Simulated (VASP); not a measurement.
Wanted: the native input for a VASP 6.6.1 run.

* Task: single point
* Functional: PBE
* Potentials or basis: VASP PAW PBE potentials, release 64 (Sc_sv, Ga_d, Sb, As)
* Cutoff: 520 eV
* k mesh: 10 × 10 × 10
* Occupations: gaussian, width 0.1 eV
* Spin: no spin polarisation
* Dipole correction: no
* Further INCAR settings: ALGO = Normal; EDIFF = 1e-06; NBANDS = 34

The structure of Sc2GaSbAs2 lies in POSCAR:

```
Sc2GaSbAs2
1.0
   -2.6262429065      2.6262429065      5.5864569904
    2.6262429065     -2.6262429065      5.5864569904
    2.6262429065      2.6262429065     -5.5864569904
Sc Ga Sb As
2 1 1 2
Direct
    0.7500000000      0.2500000000      0.5000000000
    0.2500000000      0.7500000000      0.5000000000
    0.0000000000      0.0000000000      0.0000000000
    0.5000000000      0.5000000000      0.0000000000
    0.2259387037      0.2259387037      0.0000000000
    0.7740612963      0.7740612963      0.0000000000
```

The cell was generated, and may not be a known phase.

One way to write it, as run:

INCAR

```
SYSTEM = Sc2GaSbAs2
PREC = Accurate
ENCUT = 520
EDIFF = 1E-6
ISMEAR = 0
SIGMA = 0.1
LREAL = .False.
LASPH = .True.
NELM = 80
ALGO = Normal
ISIF = 2
LWAVE = .False.
LCHARG = .False.
GGA = PE
NBANDS = 34
```

KPOINTS

```
Automatic mesh
0
Gamma
  10 10 10
  0 0 0
```

Potentials or basis: VASP PAW PBE potentials, release 64 (Sc_sv, Ga_d, Sb, As).

Command:

```bash
$ cat potpaw_PBE.64/Sc_sv/POTCAR potpaw_PBE.64/Ga_d/POTCAR potpaw_PBE.64/Sb/POTCAR potpaw_PBE.64/As/POTCAR > POTCAR
$ mpirun -np 1 vasp_std > vasp.out
```

Results of the run:

```json
{
 "Pressure": "0.1 GPa",
 "Largest force": "0.014 eV/Å",
 "Band gap on the k mesh": "zero (bands 25 and 26 overlap by 1.06 eV)"
}
```

Caveat: spin-orbit coupling is left out, which moves the levels of the heavy elements.

It took 8.6 min on 1 thread of AMD EPYC 9R45 96-Core Processor (Zen 5), on a shared host, peak memory 0.72 GiB.
